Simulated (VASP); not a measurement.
# Hf (P6_3/mmc) in VASP: notebook, part 2 of 2

VASP 6.6.1. Earlier steps stand in the parts before.

## Step 4: Single point, PBE

This run uses another cell than the first one, of 21.92 Å³/atom.

Input file INCAR:

```
SYSTEM = Hf
ALGO = Fast ; EDIFF = 1E-6
ENCUT = 520 ; GGA = PE
ISIF = 2 ; ISMEAR = 0
LASPH = .TRUE. ; LCHARG = .TRUE.
LELF = .TRUE. ; LREAL = .FALSE.
LVHAR = .TRUE. ; LWAVE = .FALSE.
NBANDS = 17 ; NELM = 100
PREC = Accurate ; SIGMA = 0.1
```

Input file KPOINTS:

```
k-points
0
G
  12 12 7
  0 0 0
```

Input file POSCAR:

```
Hf
1.0
    3.0950015819      0.0000000000      0.0000000000
   -1.5475007910      2.6803499947      0.0000000000
    0.0000000000      0.0000000000      5.2846327991
Hf
2
Direct
    0.6666666667      0.3333333333      0.2500000000
    0.3333333333      0.6666666667      0.7500000000
```

Potentials or basis: VASP PAW PBE potentials, release 64 (Hf_pv).

On the command line:

```console
> cat potpaw_PBE.64/Hf_pv/POTCAR > POTCAR
> mpirun -np 1 vasp_std > vasp.out
```

OUTCAR:

```text
SYSTEM = Hf
   EDIFF = 1E-6
   ENCUT = 520
   GGA = PE
   ISIF = 2
   ISMEAR = 0
   LASPH = .TRUE.
   LREAL = .FALSE.
   NELM = 100
   PREC = Accurate

 ion  position               nearest neighbor table
   1  0.667  0.333  0.250-   2 3.19   2 3.19   2 3.19   2 3.19   2 3.19   2 3.19
   2  0.333  0.667  0.750-   1 3.19   1 3.19   1 3.19   1 3.19   1 3.19   1 3.19

  LATTYP: Found a hexagonal cell.
 ALAT       =     3.0950015819
 C/A-ratio  =     1.7074733758

  Lattice vectors:

 A1 = (   3.0950015819,   0.0000000000,   0.0000000000)
 A2 = (  -1.5475007910,   2.6803499947,   0.0000000000)
 A3 = (   0.0000000000,   0.0000000000,   5.2846327991)

Analysis of symmetry for initial positions (statically):
=====================================================================
 Subroutine PRICEL returns:
 Original cell was already a primitive cell.

 Routine SETGRP: Setting up the symmetry group for a
 hexagonal supercell.

 Subroutine GETGRP returns: Found 24 space group operations
 (whereof 12 operations were pure point group operations)
 out of a pool of 24 trial point group operations.

The static configuration has the point symmetry D_3d.
 The point group associated with its full space group is D_6h.

Analysis of symmetry for dynamics (positions and initial velocities):
=====================================================================
 Subroutine PRICEL returns:
 Original cell was already a primitive cell.

 Routine SETGRP: Setting up the symmetry group for a
 hexagonal supercell.

 Subroutine GETGRP returns: Found 24 space group operations
 (whereof 12 operations were pure point group operations)
 out of a pool of 24 trial point group operations.

The dynamic configuration has the point symmetry D_3d.
 The point group associated with its full space group is D_6h.

 Subroutine INISYM returns: Found 24 space group operations
 (whereof 12 operations are pure point group operations),
 and found     1 'primitive' translations

----------------------------------------------------------------------------------------

                                     Primitive cell

  volume of cell :      43.8397

  direct lattice vectors                    reciprocal lattice vectors
     3.095001582  0.000000000  0.000000000     0.323101612  0.186542803  0.000000000
    -1.547500791  2.680349995  0.000000000     0.000000000  0.373085605  0.000000000
     0.000000000  0.000000000  5.284632799     0.000000000  0.000000000  0.189227906

  length of vectors
     3.095001582  3.095001582  5.284632799     0.373085605  0.373085605  0.189227906

  position of ions in fractional coordinates (direct lattice)
     0.666666667  0.333333333  0.250000000
     0.333333333  0.666666667  0.750000000

  ion indices of the primitive-cell ions
   primitive index   ion index
                 1           1
                 2           2

----------------------------------------------------------------------------------------

 KPOINTS: k-points

Automatic generation of k-mesh.
 Grid dimensions read from file:
 generate k-points for:   12   12    7

 Generating k-lattice:

  Cartesian coordinates                     Fractional coordinates (reciprocal lattice)
     0.026925134  0.015545234  0.000000000     0.083333333  0.000000000  0.000000000
     0.000000000  0.031090467  0.000000000     0.000000000  0.083333333  0.000000000
     0.000000000  0.000000000  0.027032558     0.000000000  0.000000000  0.142857143

  Length of vectors
     0.031090467  0.031090467  0.027032558

  Shift w.r.t. Gamma in fractional coordinates (k-lattice)
     0.000000000  0.000000000  0.000000000

 Subroutine IBZKPT returns following result:
 ===========================================

 Found     76 irreducible k-points:

 Following reciprocal coordinates:
            Coordinates               Weight
  0.000000  0.000000  0.000000      1.000000
  0.083333  0.000000  0.000000      6.000000
  0.166667  0.000000  0.000000      6.000000
  0.250000 -0.000000  0.000000      6.000000
  0.333333  0.000000  0.000000      6.000000
  0.416667  0.000000  0.000000      6.000000
[... 16 lines left out ...]
  0.250000 -0.000000  0.142857     12.000000
  0.333333  0.000000  0.142857     12.000000
 [... further k-points ...]
   k-points           NKPTS =     76   k-points in BZ     NKDIM =     76   number of bands    NBANDS=     17
   number of dos      NEDOS =    301   number of ions     NIONS =      2
   total plane-waves  NPLWV =  23040
   dimension x,y,z NGX =    24 NGY =   24 NGZ =   40
   dimension x,y,z NGXF=    48 NGYF=   48 NGZF=   80
   ions per type =               2
   NGX,Y,Z   is equivalent  to a cutoff of  12.89, 12.89, 12.58 a.u.
   NGXF,Y,Z  is equivalent  to a cutoff of  25.78, 25.78, 25.17 a.u.
 SYSTEM =  Hf
   PREC   = accura    normal or accurate (medium, high low for compatibility)
   ISTART =      0    job   : 0-new  1-cont  2-samecut
   ICHARG =      2    charge: 1-file 2-atom 10-const
   ISPIN  =      1    spin polarized calculation?
   LNONCOLLINEAR =      F non collinear calculations
   LSORBIT =      F    spin-orbit coupling
   LASPH  =      T    aspherical Exc in radial PAW
   ENCUT  =  520.0 eV  38.22 Ry    6.18 a.u.   5.75  5.75  9.83*2*pi/ulx,y,z
   NELM   =    100;   NELMIN=  2; NELMDL= -5     # of ELM steps
   EDIFF  = 0.1E-05   stopping-criterion for ELM
   LREAL  =      F    real-space projection
   EDIFFG = 0.1E-04   stopping-criterion for IOM
   NSW    =      0    number of steps for IOM
   IBRION =     -1    ionic relax: 0-MD 1-quasi-New 2-CG
   NFREE  =      0    steps in history (QN), initial steepest desc. (CG)
   ISIF   =      2    stress and relaxation
   ISYM   =      2    0-nonsym 1-usesym 2-fastsym
   POTIM  = 0.5000    time-step for ionic-motion
   TEBEG  =    0.0;   TEEND  =   0.0 temperature during run
   PSTRESS=    0.0 pullay stress
   NELECT =      20.0000    total number of electrons
   NUPDOWN=      -1.0000    fix difference up-down
   EMIN   =  10.00;   EMAX   =-10.00  energy-range for DOS
   EFERMI =   0.00;   METHOD = LEGACY
   ISMEAR =     0;   SIGMA  =   0.10  broadening in eV -4-tet -1-fermi 0-gaus
   EFERMI_NEDOS =   21; number of points for ismear=-14 and -15
   IALGO  =     68    algorithm
   IMIX   =      4    mixing-type and parameters
     AMIX     =   0.40;   BMIX     =  1.00
     AMIX_MAG =   1.60;   BMIX_MAG =  1.00
  volume/ion in A,a.u.               =      21.92       147.92
  Fermi-wavevector in a.u.,A,eV,Ry     =   1.260267  2.381559 21.609751  1.588272
  Thomas-Fermi vector in A             =   2.393785
   LORBIT       =      0    0 simple, 1 ext, 2 COOP (PROOUT), +10 PAW based schemes
   GGA     = PE    functional components
   LHFCALC =     F    Hartree Fock is set to
   AEXX    =    0.0000 exact exchange contribution
   IVDW    =     0    specifies the selected vdW correction
   LEPSILON=     F    determine dielectric tensor
   LRPA    =     F    only Hartree local field effects (RPA)
 non-spin polarized calculation
 RMM-DIIS sequential band-by-band and
 Gauss-broadening in eV      SIGMA  =   0.10
  energy-cutoff  :      520.00
  volume of cell :       43.84
 maximum number of plane-waves:      1192
 NGX is ok and might be reduce to    24
   NGX = 11   NGY = 11   NGZ = 19

 number of electron      19.9999998 magnetization

 Free energy of the ion-electron system (eV)
  ---------------------------------------------------
  ext. energy  EPLUGINS =         0.00000000
  ---------------------------------------------------
  free energy    TOTEN  =       -19.77773068 eV

  energy without entropy =      -19.77061419  energy(sigma->0) =      -19.77417243

 E-fermi :   5.0258     XC(G=0): -11.3741

 val. band max:        5.0231361049   @ k =   0.3333   0.3333   0.2857
 cond. band min:       5.0924054196   @ k =   0.1667   0.1667   0.4286
 fundamental gap:      0.0692693147
 Fermi energy:         5.0258402774

 k-point     1 :       0.0000    0.0000    0.0000
  band No.  band energies     occupation
      1     -25.9002      2.00000
      2     -25.1218      2.00000
      3     -25.1058      2.00000
      4     -25.1058      2.00000
      5     -25.0165      2.00000
      6     -25.0165      2.00000
[... 9 lines left out ...]
     16       8.3701      0.00000
     17      10.6410      0.00000
[... 441 lines left out ...]
 k-point    24 :       0.3333    0.0000    0.1429
  band No.  band energies     occupation
      1     -25.7352      2.00000
      2     -25.6238      2.00000
      3     -25.5652      2.00000
      4     -25.2604      2.00000
      5     -25.2135      2.00000
      6     -25.1308      2.00000
[... 9 lines left out ...]
     16       9.9792      0.00000
     17      11.1786      0.00000

 [... further k-points ...]

------------------------ aborting loop because EDIFF is reached ----------------------------------------

  FORCE on cell =-STRESS in cart. coord.  units (eV):
  Direction    XX          YY          ZZ          XY          YZ          ZX
  --------------------------------------------------------------------------------------
  -------------------------------------------------------------------------------------
  Total        1.5774188      1.5774188     -0.9266763     -0.0000000      0.0000000      0.0000000
  in kB       57.6488179     57.6488179    -33.8665894     -0.0000000      0.0000000      0.0000000
  external PRESSURE =      27.1436821 kB  Pullay stress =       0.0000000 kB

 VOLUME and BASIS-vectors are now :
 -----------------------------------------------------------------------------
  energy-cutoff  :      520.00
  volume of cell :       43.84
      direct lattice vectors                 reciprocal lattice vectors
     3.095001582  0.000000000  0.000000000     0.323101612  0.186542803  0.000000000
    -1.547500791  2.680349995  0.000000000     0.000000000  0.373085605  0.000000000
     0.000000000  0.000000000  5.284632799     0.000000000  0.000000000  0.189227906

 POSITION                                       TOTAL-FORCE (eV/Angst)
 -----------------------------------------------------------------------------------
      1.54750      0.89345      1.32116        -0.000000     -0.000000      0.000000
     -0.00000      1.78690      3.96347         0.000000      0.000000      0.000000
 -----------------------------------------------------------------------------------
    total drift:                               -0.000000      0.000000     -0.000000

  FREE ENERGIE OF THE ION-ELECTRON SYSTEM (eV)
  ---------------------------------------------------
  free  energy   TOTEN  =       -19.7777306800 eV

  energy  without entropy=      -19.7706141892  energy(sigma->0) =      -19.77417243
```

stdout:

```text
POSCAR found type information on POSCAR Hf
 POSCAR found :  1 types and       2 ions
 scaLAPACK will be used
 LDA part: xc-table for (Slater+PW92), standard interpolation
 POSCAR, INCAR and KPOINTS ok, starting setup
 FFT: planning ... GRIDC
 FFT: planning ... GRID_SOFT
 FFT: planning ... GRID
 WAVECAR not read
 entering main loop
```

Wall time 26 s (1 thread of AMD EPYC 9R45 (Zen 5), shared host); peak memory 0.15 GiB.

What came out:

```
Free energy            : -19.7777 eV
Pressure               : 2.7 GPa
Band gap on the k mesh : zero (bands 10 and 11 overlap by 1.04 eV)
```

Stress tensor (GPa, compression positive):
```
 5.76  0.00  0.00
 0.00  5.76  0.00
 0.00  0.00 -3.39
```

Caveat: the stress differs along the axes, from -3 to 6 GPa; spin-orbit coupling is left out, which moves the levels of the heavy elements.

## Step 5: The runs side by side

```csv
cell,further INCAR settings,gap on the mesh (eV),pressure (GPa)
"a = 3.095, b = 3.095, c = 5.202 Å, angles 90.0, 90.0, 120.0°, 2 atoms",ALGO = Fast; EDIFF = 1e-07; NBANDS = 17,none,4.6
"a = 3.095, b = 3.095, c = 5.202 Å, angles 90.0, 90.0, 120.0°, 2 atoms",ALGO = Fast; EDIFF = 1e-06; NBANDS = 17,none,4.6
"a = 3.095, b = 3.095, c = 5.285 Å, angles 90.0, 90.0, 120.0°, 2 atoms",ALGO = Fast; EDIFF = 1e-06; NBANDS = 17,none,2.7
```

Alike in all rows: task single point; level PBE; potentials or basis VASP PAW PBE potentials, release 64 (Hf_pv); no spin polarisation; k mesh 12 × 12 × 7; cutoff (eV) 520; smearing gaussian 0.1 eV.

Caveats: spin-orbit coupling is left out, which moves the levels of the heavy elements; the stress differs along the axes, from -1 to 7 GPa (at least some runs); the stress differs along the axes, from -3 to 6 GPa (at least some runs).

Absolute energies hang on the potentials; compare differences alone.

The gap in the log of VASP goes by the Fermi energy; the results here count the filled bands.